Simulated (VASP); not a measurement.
# Al (Im-3m) in VASP: notebook, part 2 of 2

VASP 6.6.1. The steps go on from the part before.

### 5 Single point, r2SCAN (functional r2SCAN, strained)

The input, POSCAR:

```
Al
1.0
   -1.5887841254      1.5887841254      1.5887841254
    1.5887841254     -1.5887841254      1.5887841254
    1.5887841254      1.5887841254     -1.5887841254
Al
1
Direct
    0.0000000000      0.0000000000      0.0000000000
```

The input, INCAR.step1:

```
ALGO = Normal
EDIFF = 1E-5
ENCUT = 550
GGA = PE
GGA_COMPAT = F
ISMEAR = 0
LASPH = T
LCHARG = F
LREAL = F
LWAVE = T
NBANDS = 8
NELM = 120
PREC = Accurate
SIGMA = 0.1
```

The input, INCAR.step2:

```
ALGO = Normal
EDIFF = 1E-6
ENCUT = 550
GGA_COMPAT = F
ISIF = 2
ISMEAR = 0
ISTART = 1
LASPH = T
LCHARG = F
LMIXTAU = T
LREAL = F
LWAVE = F
METAGGA = R2SCAN
NBANDS = 8
NELM = 120
PREC = Accurate
SIGMA = 0.1
```

The input, KPOINTS:

```
k-points
0
Gamma
  18 18 18
```

Potentials or basis: VASP PAW PBE potentials, release 64 (Al).

The run is started by

```bash
cat potpaw_PBE.64/Al/POTCAR > POTCAR
cp INCAR.step1 INCAR
mpirun -np 1 vasp_std > vasp.out
cp INCAR.step2 INCAR
mpirun -np 1 vasp_std > vasp.out
```

OUTCAR:

```text
EDIFF = 1E-6
   ENCUT = 550
   ISIF = 2
   ISMEAR = 0
   ISTART = 1
   LASPH = T
   LREAL = F
   METAGGA = R2SCAN
   NELM = 120
   PREC = Accurate

 ion  position               nearest neighbor table
   1  0.000  0.000  0.000-

  LATTYP: Found a body centered cubic cell.
 ALAT       =     3.1775682508

  Lattice vectors:

 A1 = (  -1.5887841254,   1.5887841254,   1.5887841254)
 A2 = (   1.5887841254,  -1.5887841254,   1.5887841254)
 A3 = (   1.5887841254,   1.5887841254,  -1.5887841254)

Analysis of symmetry for initial positions (statically):
=====================================================================
 Subroutine PRICEL returns:
 Original cell was already a primitive cell.

 Routine SETGRP: Setting up the symmetry group for a
 body centered cubic supercell.

 Subroutine GETGRP returns: Found 48 space group operations
 (whereof 48 operations were pure point group operations)
 out of a pool of 48 trial point group operations.

The static configuration has the point symmetry O_h .

Analysis of symmetry for dynamics (positions and initial velocities):
=====================================================================
 Subroutine PRICEL returns:
 Original cell was already a primitive cell.

 Routine SETGRP: Setting up the symmetry group for a
 body centered cubic supercell.

 Subroutine GETGRP returns: Found 48 space group operations
 (whereof 48 operations were pure point group operations)
 out of a pool of 48 trial point group operations.

The dynamic configuration has the point symmetry O_h .

 Subroutine INISYM returns: Found 48 space group operations
 (whereof 48 operations are pure point group operations),
 and found     1 'primitive' translations

----------------------------------------------------------------------------------------

                                     Primitive cell

  volume of cell :      16.0419

  direct lattice vectors                    reciprocal lattice vectors
    -1.588784125  1.588784125  1.588784125     0.000000000  0.314706065  0.314706065
     1.588784125 -1.588784125  1.588784125     0.314706065  0.000000000  0.314706065
     1.588784125  1.588784125 -1.588784125     0.314706065  0.314706065  0.000000000

  length of vectors
     2.751854827  2.751854827  2.751854827     0.445061585  0.445061585  0.445061585

  position of ions in fractional coordinates (direct lattice)
     0.000000000  0.000000000  0.000000000

  ion indices of the primitive-cell ions
   primitive index   ion index
                 1           1

----------------------------------------------------------------------------------------

 KPOINTS: k-points

Automatic generation of k-mesh.
 Grid dimensions read from file:
 generate k-points for:   18   18   18

 Generating k-lattice:

  Cartesian coordinates                     Fractional coordinates (reciprocal lattice)
     0.000000000  0.017483670  0.017483670     0.055555556  0.000000000  0.000000000
     0.017483670  0.000000000  0.017483670     0.000000000  0.055555556  0.000000000
     0.017483670  0.017483670  0.000000000     0.000000000  0.000000000  0.055555556

  Length of vectors
     0.024725644  0.024725644  0.024725644

  Shift w.r.t. Gamma in fractional coordinates (k-lattice)
     0.000000000  0.000000000  0.000000000

 Subroutine IBZKPT returns following result:
 ===========================================

 Found    195 irreducible k-points:

 Following reciprocal coordinates:
            Coordinates               Weight
  0.000000  0.000000  0.000000      1.000000
  0.055556  0.000000  0.000000     12.000000
  0.111111  0.000000  0.000000     12.000000
  0.166667  0.000000  0.000000     12.000000
  0.222222  0.000000  0.000000     12.000000
  0.277778  0.000000  0.000000     12.000000
[... 16 lines left out ...]
  0.333333  0.111111  0.000000     48.000000
  0.388889  0.111111  0.000000     48.000000
 [... further k-points ...]
   k-points           NKPTS =    195   k-points in BZ     NKDIM =    195   number of bands    NBANDS=      8
   number of dos      NEDOS =    301   number of ions     NIONS =      1
   total plane-waves  NPLWV =  13824
   dimension x,y,z NGX =    24 NGY =   24 NGZ =   24
   dimension x,y,z NGXF=    48 NGYF=   48 NGZF=   48
   ions per type =               1
   NGX,Y,Z   is equivalent  to a cutoff of  14.50, 14.50, 14.50 a.u.
   NGXF,Y,Z  is equivalent  to a cutoff of  29.00, 29.00, 29.00 a.u.
 SYSTEM =  unknown system
   PREC   = accura    normal or accurate (medium, high low for compatibility)
   ISTART =      1    job   : 0-new  1-cont  2-samecut
   ICHARG =      0    charge: 1-file 2-atom 10-const
   ISPIN  =      1    spin polarized calculation?
   LNONCOLLINEAR =      F non collinear calculations
   LSORBIT =      F    spin-orbit coupling
   LASPH  =      T    aspherical Exc in radial PAW
   ENCUT  =  550.0 eV  40.42 Ry    6.36 a.u.   5.26  5.26  5.26*2*pi/ulx,y,z
   NELM   =    120;   NELMIN=  2; NELMDL=  0     # of ELM steps
   EDIFF  = 0.1E-05   stopping-criterion for ELM
   LREAL  =      F    real-space projection
   EDIFFG = 0.1E-04   stopping-criterion for IOM
   NSW    =      0    number of steps for IOM
   IBRION =     -1    ionic relax: 0-MD 1-quasi-New 2-CG
   NFREE  =      0    steps in history (QN), initial steepest desc. (CG)
   ISIF   =      2    stress and relaxation
   ISYM   =      2    0-nonsym 1-usesym 2-fastsym
   POTIM  = 0.5000    time-step for ionic-motion
   TEBEG  =    0.0;   TEEND  =   0.0 temperature during run
   PSTRESS=    0.0 pullay stress
   NELECT =       3.0000    total number of electrons
   NUPDOWN=      -1.0000    fix difference up-down
   EMIN   =  10.00;   EMAX   =-10.00  energy-range for DOS
   EFERMI =   0.00;   METHOD = LEGACY
   ISMEAR =     0;   SIGMA  =   0.10  broadening in eV -4-tet -1-fermi 0-gaus
   EFERMI_NEDOS =   21; number of points for ismear=-14 and -15
   IALGO  =     38    algorithm
   IMIX   =      4    mixing-type and parameters
     AMIX     =   0.40;   BMIX     =  1.00
     AMIX_MAG =   1.60;   BMIX_MAG =  1.00
  volume/ion in A,a.u.               =      16.04       108.26
  Fermi-wavevector in a.u.,A,eV,Ry     =   0.936189  1.769141 11.924833  0.876450
  Thomas-Fermi vector in A             =   2.063173
   LORBIT       =      0    0 simple, 1 ext, 2 COOP (PROOUT), +10 PAW based schemes
   METAGGA = R2SCAN    functional components
   LHFCALC =     F    Hartree Fock is set to
   AEXX    =    0.0000 exact exchange contribution
   IVDW    =     0    specifies the selected vdW correction
   LEPSILON=     F    determine dielectric tensor
   LRPA    =     F    only Hartree local field effects (RPA)
 non-spin polarized calculation
 Gauss-broadening in eV      SIGMA  =   0.10
  energy-cutoff  :      550.00
  volume of cell :       16.04
 maximum number of plane-waves:       480
 NGX is ok and might be reduce to    24
   NGX = 11   NGY = 11   NGZ = 11

 number of electron       3.0000000 magnetization

 Free energy of the ion-electron system (eV)
  ---------------------------------------------------
  ext. energy  EPLUGINS =         0.00000000
  ---------------------------------------------------
  free energy    TOTEN  =        -6.62596643 eV

  energy without entropy =       -6.62364087  energy(sigma->0) =       -6.62480365

 E-fermi :   8.3608     XC(G=0): -11.0264

 val. band max:        8.3480985574   @ k =  -0.3889   0.3889   0.1667
 cond. band min:       8.4019226264   @ k =  -0.3889   0.4444   0.2222
 fundamental gap:      0.0538240690
 Fermi energy:         8.3608350621

 k-point     1 :       0.0000    0.0000    0.0000
  band No.  band energies     occupation
      1      -3.7321      2.00000
      2      22.5402      0.00000
      3      22.5402      0.00000
      4      22.5402      0.00000
      5      24.6884      0.00000
      6      24.6884      0.00000
      7      24.6884      0.00000
      8      25.8167      0.00000

 k-point     2 :       0.0556    0.0000    0.0000
  band No.  band energies     occupation
      1      -3.6358      2.00000
      2      21.3982      0.00000
      3      21.9382      0.00000
      4      22.1287      0.00000
      5      24.1259      0.00000
      6      24.9261      0.00000
      7      25.0960      0.00000
      8      25.4481      0.00000
[... 221 lines left out ...]
 k-point    23 :       0.3333    0.1111    0.0000
  band No.  band energies     occupation
      1       1.1841      2.00000
      2       7.8232      2.00000
      3      14.1604      0.00000
      4      17.3525      0.00000
      5      21.0149      0.00000
      6      23.8957      0.00000
      7      27.4918      0.00000
      8      31.5159      0.00000

 k-point    24 :       0.3889    0.1111    0.0000
  band No.  band energies     occupation
      1       2.5560      2.00000
      2       5.9509      2.00000
      3      13.8978      0.00000
      4      17.1101      0.00000
      5      20.7668      0.00000
      6      23.7445      0.00000
      7      28.4973      0.00000
      8      31.1931      0.00000

 [... further k-points ...]
[... 5 lines left out ...]
  --------------------------------------------------------------------------------------
  -------------------------------------------------------------------------------------
  Total        0.0541706      0.0541706      0.0541706     -0.0000000     -0.0000000      0.0000000
  in kB        5.4102786      5.4102786      5.4102786     -0.0000000     -0.0000000      0.0000000
  external PRESSURE =       5.4102786 kB  Pullay stress =       0.0000000 kB

 VOLUME and BASIS-vectors are now :
 -----------------------------------------------------------------------------
  energy-cutoff  :      550.00
  volume of cell :       16.04
      direct lattice vectors                 reciprocal lattice vectors
    -1.588784125  1.588784125  1.588784125     0.000000000  0.314706065  0.314706065
     1.588784125 -1.588784125  1.588784125     0.314706065  0.000000000  0.314706065
     1.588784125  1.588784125 -1.588784125     0.314706065  0.314706065  0.000000000

 POSITION                                       TOTAL-FORCE (eV/Angst)
 -----------------------------------------------------------------------------------
      0.00000      0.00000      0.00000        -0.000000     -0.000000      0.000000
 -----------------------------------------------------------------------------------
    total drift:                                0.000000     -0.000000      0.000000

  FREE ENERGIE OF THE ION-ELECTRON SYSTEM (eV)
  ---------------------------------------------------
  free  energy   TOTEN  =        -6.6259664298 eV

  energy  without entropy=       -6.6236408673  energy(sigma->0) =       -6.62480365
```

OSZICAR.step1:

```text
N       E                     dE             d eps       ncg     rms          rms(c)
DAV:   1    -0.216112176501E+01   -0.21611E+01   -0.89363E+02  3120   0.218E+02
DAV:   2    -0.365915339524E+01   -0.14980E+01   -0.14247E+01  4368   0.192E+01
DAV:   3    -0.366667233446E+01   -0.75189E-02   -0.75163E-02  3912   0.155E+00
DAV:   4    -0.366669309197E+01   -0.20758E-04   -0.20757E-04  4440   0.726E-02
DAV:   5    -0.366669315999E+01   -0.68017E-07   -0.67982E-07  4032   0.291E-03    0.129E+00
DAV:   6    -0.365188775029E+01    0.14805E-01   -0.18551E-03  3448   0.195E-01    0.745E-01
DAV:   7    -0.364159922901E+01    0.10289E-01   -0.55344E-03  3472   0.316E-01    0.144E-01
DAV:   8    -0.364159310155E+01    0.61275E-05   -0.20216E-05  4160   0.310E-02
   1 F= -.36415931E+01 E0= -.36405942E+01  d E =-.199790E-02
```

Wall time 1.8 min (1 thread of Intel Xeon 8259CL, shared host); peak memory 0.15 GiB.

What came out:

- Free energy: -6.6260 eV
- Pressure: 0.5 GPa

Levels at points of the mesh, in eV from the Fermi level:
```tsv
k point	band 1	band 2	band 3	band 4	band 5	band 6
(0.00, 0.00, 0.00)	-12.09	14.18	14.18	14.18	16.33	16.33
(0.50, 0.00, 0.00)	-4.86	-4.07	8.71	9.02	10.81	12.48
(0.50, 0.50, 0.50)	2.03	2.03	2.03	2.89	2.89	6.81
```

Caveat: the cell differs from its parent crystal (functional r2SCAN, strained); the PAW data sets were made with another functional, which shifts forces and pressure a little.

### 6 Overview

```tsv
level	cell	k mesh	cutoff (eV)	smearing	gap on the mesh (eV)	pressure (GPa)
PBE	a = 5.603 Å, angles 109.5°, 8 atoms	14 × 14 × 14	520	gaussian 0.15 eV	none	0.0
PBE	a = 2.802 Å, angles 109.5°, 1 atom	14 × 14 × 14	500	gaussian 0.15 eV	none	0.1
r2SCAN	a = 3.235 Å, 2 atoms	10 × 10 × 10	550	gaussian 0.15 eV	none	-3.3
r2SCAN	a = 2.752 Å, angles 109.5°, 1 atom	18 × 18 × 18	550	gaussian 0.1 eV	none	0.5
```

Alike in all rows: task single point; potentials or basis VASP PAW PBE potentials, release 64 (Al); no spin polarisation.

Caveats: the PAW data sets were made with another functional, which shifts forces and pressure a little (some runs).

Total energies depend on the potentials used, so only differences within one code and one set of settings carry meaning.
